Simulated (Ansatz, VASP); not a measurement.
Two plane-wave programs on Tl

INCAR

```
SYSTEM = Tl
PREC     = Accurate       ! precision mode
ENCUT    = 400            ! plane-wave cutoff, eV
EDIFF    = 1E-8           ! SCF threshold, eV
ISMEAR   = -1             ! smearing method
SIGMA    = 0.05           ! smearing width, eV
LREAL    = .False.        ! projectors in reciprocal space
LASPH    = .True.         ! aspherical terms in the spheres
NELM     = 120            ! most SCF steps
ALGO     = Normal         ! electronic algorithm
ISIF     = 2              ! what is computed and relaxed
LWAVE    = .False.        ! write WAVECAR
LCHARG   = .False.        ! write CHGCAR
LEFG     = .True.       
NBANDS   = 20             ! bands
GGA_COMPAT= .False.
```

Contents of KPOINTS:

```
regular mesh
0
Gamma
  11 11 6
  0 0 0
```

File POSCAR:

```
Tl
1.0
    3.4559983565      0.0172799918      0.0172799918
   -1.7130342664      2.9843423763      0.0063249160
    0.0276250000      0.0276250000      5.5250000000
Tl
2
Direct
    0.3333333333      0.6666666667      0.2500000000
    0.6666666667      0.3333333333      0.7500000000
```

Input for Ansatz:

```yaml
crystal:
  lattice:
    - [3.4559983565, 0.0172799918, 0.0172799918]
    - [-1.7130342664, 2.9843423763, 0.006324916]
    - [0.027625, 0.027625, 5.525]
  atoms:
    - { symbol: Tl, position: [0.3333333333, 0.6666666667, 0.25] }
    - { symbol: Tl, position: [0.6666666667, 0.3333333333, 0.75] }
kpoints:
  mp_grid: { grid: [11, 11, 6] }
scf:
  occupations: { method: fermi_dirac, width: 0.05 }
hamiltonian:
  xc: lda
  pseudopotentials: { kind: paw }
output:
  forces: true
  stress: true
  eigenvalues: true
  efg: { contact_densities: true }
```

Change from the starting cell: equal xy, yz and zx shear strains of +1 %, PAW files.

Alike in both runs: task electric field gradients; functional LDA; k mesh 11 × 11 × 6; occupations fermi-dirac, width 0.05 eV; no spin polarisation.

|  | VASP | Ansatz |
| --- | --- | --- |
| version | VASP 6.6.1 | Ansatz 0.2.0 |
| potentials or method | VASP PAW LDA potentials, release 64 (Tl_d) | PAW with Ansatz's default frozen-core files, scalar-relativistic |
| plane-wave cutoff (eV) | 400 | 420 |
| valence electrons in the cell | 26 | 26 |

|  | VASP | Ansatz | Ansatz less VASP |
| --- | --- | --- | --- |
| pressure (GPa) | -1.8 | -1.8 | -0.01 |
| traceless stress, the component that is largest in VASP (GPa) | -0.03 | -0.07 | -0.041 |
| rms of the force components (eV/Å) | 0.005 | 0.005 | -0.0001 |
| size of Vzz on the site where it differs most (V/Å²) | 23.6 | 23.8 | +0.18 |

LDA's correlation is that of Perdew and Zunger in VASP and of Perdew and Wang (1992) in Ansatz. Atom by atom the forces differ by 0.000 eV/Å (rms over components).

Neither program's run includes spin-orbit coupling.
